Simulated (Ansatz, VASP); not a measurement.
## SiW16 in VASP and in Ansatz

```
CELL_PARAMETERS angstrom
6.32000 0.00000 0.00000
0.00000 6.32000 0.00000
0.00000 0.00000 6.32000
ATOMIC_POSITIONS crystal
W 0.07170 0.00002 0.00657
W 0.42876 0.00002 0.00663
W 0.00291 0.50005 0.00689
W 0.00290 0.00005 0.50684
W 0.24993 0.26466 0.27164
W 0.49708 0.50006 0.00687
W 0.49711 0.00005 0.50689
W 0.74997 0.25996 0.26669
W 0.99919 0.50010 0.50698
W 0.24993 0.73540 0.27163
W 0.24991 0.26483 0.74207
W 0.50103 0.50009 0.50694
W 0.74997 0.74022 0.26665
W 0.74995 0.25950 0.74756
W 0.24991 0.73529 0.74206
W 0.74994 0.74069 0.74768
Si 0.75025 0.00015 0.00765
```

Alike in both runs: functional PBE; k mesh 2 × 2 × 2; occupations fermi-dirac, width 0.05 eV; no spin polarisation.

Ansatz relaxed the structure, and its values are those at the end. VASP's run is a single point on that final structure, the one shown.

|  | VASP | Ansatz |
| --- | --- | --- |
| version | VASP 6.6.1 | Ansatz 0.2.0 |
| potentials or method | VASP PAW PBE potentials, release 64 (W_sv, Si), cutoff 520 eV | scalar-relativistic, plane waves, PAW |
| valence electrons in the cell | 228 | 228 |

Ansatz gave:

| Item | Value |
| --- | --- |
| rms of the force components (eV/Å) | 0.022 |

Question: Which values does VASP return?

Answer: rms of the force components (eV/Å): 0.071.

The k mesh is coarse, so the values compare programs but aren't converged. Spin-orbit coupling is off throughout.
